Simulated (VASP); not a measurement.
Set up this calculation in VASP 6.6.1, as the native input.

| Quantity | Value |
| --- | --- |
| Task | single point |
| Functional | PBE |
| Potentials or basis | VASP PAW PBE potentials, release 64 (Te, Mo_sv) |
| Cutoff | 520 eV |
| k mesh | 4 × 4 × 4 |
| Occupations | gaussian, width 0.1 eV |
| Spin | no spin polarisation |
| Dipole correction | no |
| Further INCAR settings | ALGO = Normal; EDIFF = 1e-06; NBANDS = 31 |

The structure of Te5Mo lies in POSCAR:

```
Te5Mo
1.0
    7.6013864728      0.0000000000      0.0000000000
    0.0000000000      7.6013864728      0.0000000000
    0.0000000000      0.0000000000      3.5346723038
Te Mo
5 1
Direct
    0.2880312284      0.0000000000      0.5000000000
    0.7119687716      0.0000000000      0.5000000000
    0.0000000000      0.2880312284      0.5000000000
    0.0000000000      0.7119687716      0.5000000000
    0.5000000000      0.5000000000      0.5000000000
    0.0000000000      0.0000000000      0.0000000000
```

The cell was generated, and may not be a known phase.

One way to write it, as run:

INCAR

```
ALGO = Normal
EDIFF = 1E-6
ENCUT = 520
GGA = PE
ISIF = 2
ISMEAR = 0
LASPH = T
LCHARG = F
LREAL = F
LWAVE = F
NBANDS = 31
NELM = 60
PREC = Accurate
SIGMA = 0.1
```

KPOINTS

```
k-points
0
Gamma
  4 4 4
```

Potentials or basis: VASP PAW PBE potentials, release 64 (Te, Mo_sv).

The run is started by

```sh
$ cat potpaw_PBE.64/Te/POTCAR potpaw_PBE.64/Mo_sv/POTCAR > POTCAR
$ mpirun -np 1 vasp_std > vasp.out
```

It gave:

```yaml
Pressure: 0.0 GPa
Largest_force: 0.009 eV/Å
Band_gap_on_the_k_mesh: zero (bands 22 and 23 overlap by 0.93 eV)
```

Caveat: the k points lie up to 0.44 Å⁻¹ apart, too coarse for converged energies and pressures of a metal; spin-orbit coupling is left out, which moves the levels of the heavy elements.

It took 4.1 min on 1 thread of Intel Xeon 8259CL, on a shared host, peak memory 0.33 GiB.
